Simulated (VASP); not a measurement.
# Zn in VASP: notebook, part 2 of 2

VASP 6.6.1. Earlier steps stand in the parts before.

## 3. Single point, LDA

Input file INCAR:

```
PREC = Accurate
ENCUT = 400
EDIFF = 1E-6
ISMEAR = -1
SIGMA = 0.1
LREAL = False
LASPH = True
NELM = 120
ALGO = Normal
ISIF = 2
LWAVE = False
LCHARG = False
LDIPOL = True
IDIPOL = 3
DIPOL = 0.5 0.5 0.500
NBANDS = 19
GGA_COMPAT = False
NELMDL = -8
```

Input file KPOINTS:

```
Automatic mesh
0
Gamma
  16 16 1
```

Input file POSCAR:

```
Zn
1.0
    2.5745889075      0.0000000000      0.0000000000
   -1.2872944537      2.2296593982      0.0000000000
    0.0000000000      0.0000000000     18.3568000000
Zn
2
Direct
    0.8333333330      0.1666666670      0.4358063095
    0.1666666670      0.8333333330      0.5641936905
```

Potentials or basis: VASP PAW LDA potentials, release 64 (Zn).

Started as:

```bash
> cat potpaw_LDA.64/Zn/POTCAR > POTCAR
> mpirun -np 1 vasp_std > vasp.out
```

OUTCAR:

```text
PREC = Accurate
   ENCUT = 400
   EDIFF = 1E-6
   ISMEAR = -1
   LREAL = False
   LASPH = True
   NELM = 120
   ISIF = 2
   NELMDL = -8

 ion  position               nearest neighbor table
   1  0.833  0.167  0.436-   2 2.79   2 2.79   2 2.79
   2  0.167  0.833  0.564-   1 2.79   1 2.79   1 2.79

  LATTYP: Found a hexagonal cell.
 ALAT       =     2.5745889075
 C/A-ratio  =     7.1299926550

  Lattice vectors:

 A1 = (   2.5745889075,   0.0000000000,   0.0000000000)
 A2 = (  -1.2872944537,   2.2296593982,   0.0000000000)
 A3 = (   0.0000000000,   0.0000000000,  18.3568000000)

Analysis of symmetry for initial positions (statically):
=====================================================================
 Subroutine PRICEL returns:
 Original cell was already a primitive cell.

 Routine SETGRP: Setting up the symmetry group for a
 hexagonal supercell.

 Subroutine GETGRP returns: Found 12 space group operations
 (whereof  4 operations were pure point group operations)
 out of a pool of 24 trial point group operations.

The static configuration has the point symmetry C_2h.
 The point group associated with its full space group is D_3d.

Analysis of symmetry for dynamics (positions and initial velocities):
=====================================================================
 Subroutine PRICEL returns:
 Original cell was already a primitive cell.

 Routine SETGRP: Setting up the symmetry group for a
 hexagonal supercell.

 Subroutine GETGRP returns: Found 12 space group operations
 (whereof  4 operations were pure point group operations)
 out of a pool of 24 trial point group operations.

The dynamic configuration has the point symmetry C_2h.
 The point group associated with its full space group is D_3d.

 Subroutine INISYM returns: Found 12 space group operations
 (whereof  4 operations are pure point group operations),
[... 117 lines left out ...]
  volume/ion in A,a.u.               =      52.69       355.56
  Fermi-wavevector in a.u.,A,eV,Ry     =   0.999764  1.889280 13.599402  0.999528
  Thomas-Fermi vector in A             =   2.132076
   LORBIT       =      0    0 simple, 1 ext, 2 COOP (PROOUT), +10 PAW based schemes
   GGA     = CA    functional components
   LHFCALC =     F    Hartree Fock is set to
   AEXX    =    0.0000 exact exchange contribution
   IVDW    =     0    specifies the selected vdW correction
   LEPSILON=     F    determine dielectric tensor
   LRPA    =     F    only Hartree local field effects (RPA)
 non-spin polarized calculation
  energy-cutoff  :      400.00
  volume of cell :      105.38
 maximum number of plane-waves:      1934
 NGX is ok and might be reduce to    18
   NGX =  9   NGY =  9   NGZ = 59

 dipolmoment           0.000000      0.000000      0.000000 electrons x Angstroem

 number of electron      24.0000036 magnetization

 dipolmoment           0.000000      0.000000     -0.000000 electrons x Angstroem

 Free energy of the ion-electron system (eV)
  ---------------------------------------------------
  ext. energy  EPLUGINS =         0.00000000
  ---------------------------------------------------
  free energy    TOTEN  =        -3.31156928 eV

  energy without entropy =       -3.28963678  energy(sigma->0) =       -3.30060303

 E-fermi :  -2.5224     XC(G=0):  -4.2219

 val. band max:       -2.5258568794   @ k =   0.1250   0.1250   0.0000
 cond. band min:      -2.4822734361   @ k =   0.3750   0.2500   0.0000
 fundamental gap:      0.0435834433
 Fermi energy:        -2.5223783886

 k-point     1 :       0.0000    0.0000    0.0000
  band No.  band energies     occupation
      1     -12.5280      2.00000
      2     -11.3465      2.00000
      3     -10.3725      2.00000
      4     -10.1693      2.00000
      5     -10.1693      2.00000
      6     -10.1392      2.00000
[... 505 lines left out ...]
      6      -9.9941      2.00000
[... 11 lines left out ...]
     18       6.1056      0.00000
     19       7.1119      0.00000

 [... further k-points ...]

------------------------ aborting loop because EDIFF is reached ----------------------------------------

 vacuum level on the upper side and lower side of the slab       (xc-potential included)        -0.244        -0.244

  FORCE on cell =-STRESS in cart. coord.  units (eV):
  Direction    XX          YY          ZZ          XY          YZ          ZX
  --------------------------------------------------------------------------------------
  -------------------------------------------------------------------------------------
  Total       -1.6559578     -1.6559578      0.3495281     -0.0000000      0.0000000     -0.0000000
  in kB      -25.1777224    -25.1777224      5.3143398     -0.0000000      0.0000000     -0.0000000
  external PRESSURE =     -15.0137016 kB  Pullay stress =       0.0000000 kB

 VOLUME and BASIS-vectors are now :
 -----------------------------------------------------------------------------
  energy-cutoff  :      400.00
  volume of cell :      105.38
      direct lattice vectors                 reciprocal lattice vectors
     2.574588907  0.000000000  0.000000000     0.388411524  0.224249498  0.000000000
    -1.287294454  2.229659398  0.000000000     0.000000000  0.448498995  0.000000000
     0.000000000  0.000000000 18.356800000     0.000000000  0.000000000  0.054475726

 POSITION                                       TOTAL-FORCE (eV/Angst)
 -----------------------------------------------------------------------------------
      1.93094      0.37161      8.00001         0.000000     -0.000000     -0.198333
     -0.64365      1.85805     10.35679        -0.000000      0.000000      0.198333
 -----------------------------------------------------------------------------------
    total drift:                               -0.000000      0.000000     -0.000000

  FREE ENERGIE OF THE ION-ELECTRON SYSTEM (eV)
  ---------------------------------------------------
  free  energy   TOTEN  =        -3.3115692781 eV

  energy  without entropy=       -3.2896367846  energy(sigma->0) =       -3.30060303

 vacuum level on the upper side and lower side of the slab         1.929         1.929
```

OSZICAR:

```text
N       E                     dE             d eps       ncg     rms          rms(c)
DAV:   1     0.111568375419E+03    0.11157E+03   -0.10180E+04  1148   0.108E+03
DAV:   2     0.343466432338E+01   -0.10813E+03   -0.10610E+03  1242   0.254E+02
DAV:   3    -0.352052881414E+01   -0.69552E+01   -0.69386E+01  1291   0.797E+01
DAV:   4    -0.359042497727E+01   -0.69896E-01   -0.69888E-01  1229   0.824E+00
[... 11 lines left out ...]
DAV:  16    -0.331156176068E+01   -0.18575E-04   -0.40365E-06   930   0.663E-03    0.187E-03
DAV:  17    -0.331156497207E+01   -0.32114E-05   -0.23353E-07   974   0.346E-03    0.948E-04
DAV:  18    -0.331156681534E+01   -0.18433E-05   -0.18084E-07   962   0.142E-03    0.577E-04
DAV:  19    -0.331156864011E+01   -0.18248E-05   -0.83997E-08   950   0.121E-03    0.570E-04
DAV:  20    -0.331156927809E+01   -0.63797E-06   -0.22874E-08   964   0.689E-04
   1 F= -.33115693E+01 E0= -.33006030E+01  d E =-.219325E-01
```

Wall time 76 s (1 thread of Intel Xeon 8259CL, shared host); peak memory 0.17 GiB.

Results:

- Free energy: -3.3116 eV
- Largest force: 0.198 eV/Å
- Band gap on the k mesh: zero (bands 12 and 13 overlap by 3.57 eV)

Forces in eV/Å, atoms in the order of the input:
```
Zn   0.000  0.000 -0.198
Zn   0.000  0.000  0.198
```

## 4. Single point, LDA

Input file INCAR:

```
SYSTEM = Zn
PREC = Accurate
ENCUT = 400
EDIFF = 1E-6
ISMEAR = -1
SIGMA = 0.1
LREAL = .FALSE.
LASPH = .TRUE.
NELM = 120
ALGO = Normal
ISIF = 2
LWAVE = .FALSE.
LCHARG = .FALSE.
LDIPOL = .TRUE.
IDIPOL = 3
DIPOL = 0.5 0.5 0.500
NBANDS = 19
GGA_COMPAT = .FALSE.
NELMDL = -8
```

Input file KPOINTS:

```
regular mesh
0
G
  16 16 1
  0 0 0
```

Input file POSCAR:

```
Zn
1.0
    2.5745889075      0.0000000000      0.0000000000
   -1.2872944537      2.2296593982      0.0000000000
    0.0000000000      0.0000000000     18.3568000000
Zn
2
Direct
    0.8333333333      0.1666666667      0.4318875542
    0.1666666667      0.8333333333      0.5681124458
```

Started as:

```bash
> cat potpaw_LDA.64/Zn/POTCAR > POTCAR
> mpirun -np 1 vasp_std > vasp.out
```

Wall time 76 s (1 thread of Intel Xeon 8259CL, shared host); peak memory 0.17 GiB.

Results (log left out):

| Property | Result |
| --- | --- |
| Free energy | -3.3260 eV |
| Largest force | 0.008 eV/Å |
| Band gap on the k mesh | zero (bands 12 and 13 overlap by 3.83 eV) |

Forces in eV/Å, atoms in the order of the input:
```
Zn   0.000  0.000 -0.008
Zn   0.000  0.000  0.008
```

Levels at points of the mesh, in eV from the Fermi level:
```tsv
k point	band 8	band 9	band 10	band 11	band 12	band 13	band 14	band 15	band 16	band 17
(0.00, 0.00, 0.00)	-7.09	-7.09	-6.99	-6.99	-5.74	-1.88	2.60	4.18	5.24	5.31
(0.50, 0.00, 0.00)	-7.03	-6.71	-6.70	-1.75	-1.19	1.36	2.19	5.58	7.06	10.16
```

## 5. Single point, LDA

This run uses another cell than the first one.

Input file INCAR:

```
  PREC = Accurate
  ENCUT = 400
  EDIFF = 1E-6
  ISMEAR = -1
  SIGMA = 0.1
  LREAL = False
  LASPH = True
  NELM = 120
  ALGO = Normal
  ISIF = 2
  LWAVE = False
  LCHARG = False
  LDIPOL = True
  IDIPOL = 3
  DIPOL = 0.5 0.5 0.500
  NBANDS = 19
  GGA_COMPAT = False
  NELMDL = -8
```

Input file KPOINTS:

```
Automatic mesh
0
Gamma
  16 16 1
```

Input file POSCAR:

```
Zn
1.0
    2.5745889075      0.0000000000      0.0000000000
   -1.2872944537      2.2296593982      0.0000000000
    0.0000000000      0.0000000000     24.5007000000
Zn
2
Direct
    0.8333333333      0.1666666667      0.4489677215
    0.1666666667      0.8333333333      0.5510322785
```

Started as:

```bash
> cat potpaw_LDA.64/Zn/POTCAR > POTCAR
> mpirun -np 1 vasp_std > vasp.out
```

Wall time 2.6 min (1 thread of Intel Xeon 8259CL, shared host); peak memory 0.19 GiB.

Results (log left out):

```yaml
Free_energy: -3.3260 eV
Largest_force: 0.008 eV/Å
Band_gap_on_the_k_mesh: zero (bands 12 and 13 overlap by 3.83 eV)
```

Forces in eV/Å, atoms in the order of the input:
```
Zn   0.000  0.000 -0.008
Zn   0.000  0.000  0.008
```

Levels at points of the mesh, in eV from the Fermi level:
| k point | band 8 | band 9 | band 10 | band 11 | band 12 | band 13 | band 14 | band 15 | band 16 | band 17 |
| --- | --- | --- | --- | --- | --- | --- | --- | --- | --- | --- |
| (0.00, 0.00, 0.00) | -7.09 | -7.09 | -6.99 | -6.99 | -5.74 | -1.88 | 2.60 | 4.23 | 4.83 | 4.84 |
| (0.50, 0.00, 0.00) | -7.03 | -6.71 | -6.70 | -1.75 | -1.19 | 1.36 | 2.19 | 5.58 | 7.06 | 10.16 |

## 6. Overview

| cell | gap on the mesh (eV) | largest force (eV/Å) |
| --- | --- | --- |
| a = 2.575, b = 2.575, c = 18.357 Å, angles 90.0, 90.0, 120.0°, 2 atoms, atomic positions A | none | 0.20 |
| a = 2.575, b = 2.575, c = 18.357 Å, angles 90.0, 90.0, 120.0°, 2 atoms, atomic positions B | none | 0.01 |
| a = 2.575, b = 2.575, c = 24.501 Å, angles 90.0, 90.0, 120.0°, 2 atoms, atomic positions B | none | 0.01 |

Alike in all rows: task single point; level LDA; potentials or basis VASP PAW LDA potentials, release 64 (Zn); no spin polarisation; k mesh 16 × 16 × 1; cutoff (eV) 400; smearing fermi-dirac 0.1 eV.

Absolute energies hang on the potentials; compare differences alone.
